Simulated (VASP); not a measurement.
AlN: single point with PBE

The system is AlN.

```
CELL_PARAMETERS angstrom
-3.13024 0.00000 0.00000
-1.56512 -2.71087 0.00000
0.00000 0.00000 10.53596
ATOMIC_POSITIONS crystal
Al 0.33333 0.33333 0.62355
Al 0.33333 0.33333 0.14728
Al 0.66667 0.66667 0.86168
Al 0.66667 0.66667 0.38541
N 0.33333 0.33333 0.80527
N 0.33333 0.33333 0.32899
N 0.66667 0.66667 0.09086
N 0.66667 0.66667 0.56713
```

- Program: VASP 6.6.1
- Task: single point
- Functional: PBE
- Potentials or basis: VASP PAW PBE potentials, release 64 (Al, N)
- Cutoff: 520 eV
- k mesh: 8 × 8 × 3
- Occupations: gaussian, width 0.05 eV
- Spin: no spin polarisation
- Dipole correction: no
- Further INCAR settings: ALGO = Normal; EDIFF = 1e-06; NBANDS = 26

```
Pressure               : -4.4 GPa
Largest force          : 1.854 eV/Å
Band gap on the k mesh : 2.68 eV, direct
```

Forces in eV/Å, atoms in the order of the input:
```
Al   0.000  0.000 -0.557
Al   0.000  0.000 -1.147
Al   0.000  0.000  1.854
Al   0.000  0.000 -0.559
N    0.000  0.000  0.667
N    0.000  0.000  0.582
N    0.000  0.000 -1.378
N    0.000  0.000  0.537
```

Stress tensor (GPa, compression positive):
```
 -1.25   0.00   0.00
  0.00  -1.25   0.00
  0.00   0.00 -10.69
```

Levels at points of the mesh, in eV from the valence-band top:
```tsv
k point	band 12	band 13	band 14	band 15	band 16	band 17	band 18	band 19	band 20	band 21
(0.00, 0.00, 0.00)	-0.92	-0.92	-0.61	0.00	0.00	2.68	5.12	5.53	6.22	7.73
(0.50, 0.00, 0.00)	-2.33	-1.97	-1.74	-1.18	-0.74	3.91	4.21	5.02	5.43	6.30
```

Wall time 83 s on 1 thread of AMD EPYC 7R13, on a shared host, peak memory 0.18 GiB.

Caveat: forces of over 1 eV/Å act on the atoms, so gaps and moduli don't describe the material at rest. A hybrid or GW would open this gap; PBE tends to underestimate it.
